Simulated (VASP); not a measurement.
# Au (P6_3/mmc) in VASP: notebook, part 2 of 2

VASP 6.6.1.

## (6) Single point, PBEsol (volume scaled by 0.96)

File INCAR:

```
SYSTEM = Au
  PREC = Accurate
  ENCUT = 520
  EDIFF = 1E-7
  ISMEAR = -1
  SIGMA = 0.03
  LREAL = .FALSE.
  LASPH = .TRUE.
  NELM = 80
  ALGO = Normal
  ISIF = 2
  LWAVE = .FALSE.
  LCHARG = .FALSE.
  GGA = PS
  NBANDS = 18
```

File KPOINTS:

```
regular mesh
0
G
  14 14 8
  0 0 0
```

File POSCAR:

```
Au
1.0
    2.8608044381      0.0000000000      0.0000000000
   -1.4304022190      2.4775293187      0.0000000000
    0.0000000000      0.0000000000      4.8140459691
Au
2
Direct
    0.3333333333      0.6666666667      0.7500000000
    0.6666666667      0.3333333333      0.2500000000
```

Potentials or basis: VASP PAW PBE potentials, release 64 (Au).

Run with:

```bash
cat potpaw_PBE.64/Au/POTCAR > POTCAR
mpirun -np 1 vasp_std > vasp.out
```

OUTCAR:

```text
SYSTEM = Au
   PREC = Accurate
   ENCUT = 520
   EDIFF = 1E-7
   ISMEAR = -1
   LREAL = .FALSE.
   LASPH = .TRUE.
   NELM = 80
   ISIF = 2
   GGA = PS

 ion  position               nearest neighbor table
   1  0.333  0.667  0.750-   2 2.92   2 2.92   2 2.92   2 2.92   2 2.92   2 2.92
   2  0.667  0.333  0.250-   1 2.92   1 2.92   1 2.92   1 2.92   1 2.92   1 2.92

  LATTYP: Found a hexagonal cell.
 ALAT       =     2.8608044381
 C/A-ratio  =     1.6827595431

  Lattice vectors:

 A1 = (   2.8608044381,   0.0000000000,   0.0000000000)
 A2 = (  -1.4304022190,   2.4775293187,   0.0000000000)
 A3 = (   0.0000000000,   0.0000000000,   4.8140459691)

Analysis of symmetry for initial positions (statically):
=====================================================================
 Subroutine PRICEL returns:
 Original cell was already a primitive cell.

 Routine SETGRP: Setting up the symmetry group for a
 hexagonal supercell.

 Subroutine GETGRP returns: Found 24 space group operations
 (whereof 12 operations were pure point group operations)
 out of a pool of 24 trial point group operations.

The static configuration has the point symmetry D_3d.
 The point group associated with its full space group is D_6h.

Analysis of symmetry for dynamics (positions and initial velocities):
=====================================================================
 Subroutine PRICEL returns:
 Original cell was already a primitive cell.

 Routine SETGRP: Setting up the symmetry group for a
 hexagonal supercell.

 Subroutine GETGRP returns: Found 24 space group operations
 (whereof 12 operations were pure point group operations)
 out of a pool of 24 trial point group operations.

[... 107 lines left out ...]
   ISIF   =      2    stress and relaxation
   ISYM   =      2    0-nonsym 1-usesym 2-fastsym
   POTIM  = 0.5000    time-step for ionic-motion
   TEBEG  =    0.0;   TEEND  =   0.0 temperature during run
   PSTRESS=    0.0 pullay stress
   NELECT =      22.0000    total number of electrons
   NUPDOWN=      -1.0000    fix difference up-down
   EMIN   =  10.00;   EMAX   =-10.00  energy-range for DOS
   EFERMI =   0.00;   METHOD = LEGACY
   ISMEAR =    -1;   SIGMA  =   0.03  broadening in eV -4-tet -1-fermi 0-gaus
   EFERMI_NEDOS =   21; number of points for ismear=-14 and -15
   IALGO  =     38    algorithm
   IMIX   =      4    mixing-type and parameters
     AMIX     =   0.40;   BMIX     =  1.00
     AMIX_MAG =   1.60;   BMIX_MAG =  1.00
  volume/ion in A,a.u.               =      17.06       115.13
  Fermi-wavevector in a.u.,A,eV,Ry     =   1.414306  2.672650 27.215202  2.000261
  Thomas-Fermi vector in A             =   2.535862
   LORBIT       =      0    0 simple, 1 ext, 2 COOP (PROOUT), +10 PAW based schemes
   GGA     = PS    functional components
   LHFCALC =     F    Hartree Fock is set to
   AEXX    =    0.0000 exact exchange contribution
   IVDW    =     0    specifies the selected vdW correction
   LEPSILON=     F    determine dielectric tensor
   LRPA    =     F    only Hartree local field effects (RPA)
 non-spin polarized calculation
  energy-cutoff  :      520.00
  volume of cell :       34.12
 maximum number of plane-waves:       936
 NGX is ok and might be reduce to    24
   NGX = 11   NGY = 11   NGZ = 17

 number of electron      22.0000002 magnetization

 Free energy of the ion-electron system (eV)
  ---------------------------------------------------
  ext. energy  EPLUGINS =         0.00000000
  ---------------------------------------------------
  free energy    TOTEN  =        -7.82346784 eV

  energy without entropy =       -7.81978202  energy(sigma->0) =       -7.82162493

 E-fermi :   9.2366     XC(G=0): -12.8782

 val. band max:        9.1819595947   @ k =   0.5000  -0.0000   0.2500
 cond. band min:       9.2483782395   @ k =   0.3571   0.1429   0.2500
 fundamental gap:      0.0664186448
 Fermi energy:         9.2365617951

 k-point     1 :       0.0000    0.0000    0.0000
  band No.  band energies     occupation
      1      -0.6514      2.00000
      2       1.8364      2.00000
      3       4.3900      2.00000
      4       4.6855      2.00000
      5       4.6855      2.00000
      6       4.9969      2.00000
[... 481 lines left out ...]
      5       4.4820      2.00000
      6       4.6124      2.00000
[... 10 lines left out ...]
     17      20.3540      0.00000
     18      20.5567      0.00000

 [... further k-points ...]
[... 5 lines left out ...]
  --------------------------------------------------------------------------------------
  -------------------------------------------------------------------------------------
  Total       -0.0561763     -0.0561763     -0.2424950     -0.0000000      0.0000000     -0.0000000
  in kB       -2.6378260     -2.6378260    -11.3866566     -0.0000000      0.0000000     -0.0000000
  external PRESSURE =      -5.5541028 kB  Pullay stress =       0.0000000 kB

 VOLUME and BASIS-vectors are now :
 -----------------------------------------------------------------------------
  energy-cutoff  :      520.00
  volume of cell :       34.12
      direct lattice vectors                 reciprocal lattice vectors
     2.860804438  0.000000000  0.000000000     0.349552030  0.201813959  0.000000000
    -1.430402219  2.477529319  0.000000000     0.000000000  0.403627918  0.000000000
     0.000000000  0.000000000  4.814045969     0.000000000  0.000000000  0.207725478

 POSITION                                       TOTAL-FORCE (eV/Angst)
 -----------------------------------------------------------------------------------
     -0.00000      1.65169      3.61053         0.000000      0.000000      0.000000
      1.43040      0.82584      1.20351        -0.000000     -0.000000      0.000000
 -----------------------------------------------------------------------------------
    total drift:                               -0.000000      0.000000     -0.000000

  FREE ENERGIE OF THE ION-ELECTRON SYSTEM (eV)
  ---------------------------------------------------
  free  energy   TOTEN  =        -7.8234678366 eV

  energy  without entropy=       -7.8197820236  energy(sigma->0) =       -7.82162493
```

stdout:

```text
POSCAR found type information on POSCAR Au
 POSCAR found :  1 types and       2 ions
 scaLAPACK will be used
 -----------------------------------------------------------------------------
|                                                                             |
|                                                                             |
|     You enforced a specific xc type in the INCAR file but a different       |
|     I HOPE YOU KNOW WHAT YOU ARE DOING!                                     |
|                                                                             |
 -----------------------------------------------------------------------------

 LDA part: xc-table for (Slater+PW92), standard interpolation
 POSCAR, INCAR and KPOINTS ok, starting setup
 FFT: planning ... GRIDC
 FFT: planning ... GRID_SOFT
 FFT: planning ... GRID
 WAVECAR not read
 entering main loop
```

Run time: 21 s. Hardware: 1 thread of Intel Xeon 6975P-C (Granite Rapids), shared host; peak memory 0.19 GiB.

Results:

```yaml
Free_energy: -7.8235 eV
Pressure: -0.6 GPa
Band_gap_on_the_k_mesh: zero (band 11 reaches 13.15 eV, above the bottom of band 12 at 6.62 eV)
```

Stress tensor (GPa, compression positive):
```
-0.26  0.00  0.00
 0.00 -0.26  0.00
 0.00  0.00 -1.14
```

Levels at points of the mesh, in eV from the Fermi level:
| k point | band 9 | band 10 | band 11 | band 12 | band 13 | band 14 |
| --- | --- | --- | --- | --- | --- | --- |
| (0.00, 0.00, 0.00) | -3.52 | -2.16 | -2.16 | -1.21 | 2.65 | 14.58 |
| (0.50, 0.00, 0.00) | -1.83 | -1.65 | 0.37 | 1.59 | 5.72 | 7.25 |
| (0.00, 0.00, 0.50) | -2.62 | -2.62 | -2.62 | -2.62 | 10.56 | 10.56 |
| (0.50, 0.00, 0.50) | -1.72 | -1.72 | 0.43 | 0.43 | 3.97 | 3.97 |

Caveat: the PAW data sets were made with another functional, which shifts forces and pressure a little; spin-orbit coupling is left out, which moves the levels of the heavy elements.

## (7) Overview

```csv
cell,gap on the mesh (eV),pressure (GPa)
"a = 2.881, b = 2.881, c = 4.847 Å, angles 90.0, 90.0, 120.0°, 2 atoms",none,-3.8
"a = 2.910, b = 2.910, c = 4.896 Å, angles 90.0, 90.0, 120.0°, 2 atoms",none,-7.8
"a = 2.938, b = 2.938, c = 4.944 Å, angles 90.0, 90.0, 120.0°, 2 atoms",none,-11.1
"a = 2.813, b = 2.813, c = 4.880 Å, angles 90.0, 90.0, 120.0°, 2 atoms",none,3.5
"a = 2.861, b = 2.861, c = 4.814 Å, angles 90.0, 90.0, 120.0°, 2 atoms",none,-0.6
```

Alike in all rows: task single point; level PBEsol; potentials or basis VASP PAW PBE potentials, release 64 (Au); no spin polarisation; k mesh 14 × 14 × 8; cutoff (eV) 520; smearing fermi-dirac 0.03 eV.

Caveats: the PAW data sets were made with another functional, which shifts forces and pressure a little; spin-orbit coupling is left out, which moves the levels of the heavy elements.

Total energies depend on the potentials used, so only differences within one code and one set of settings carry meaning.
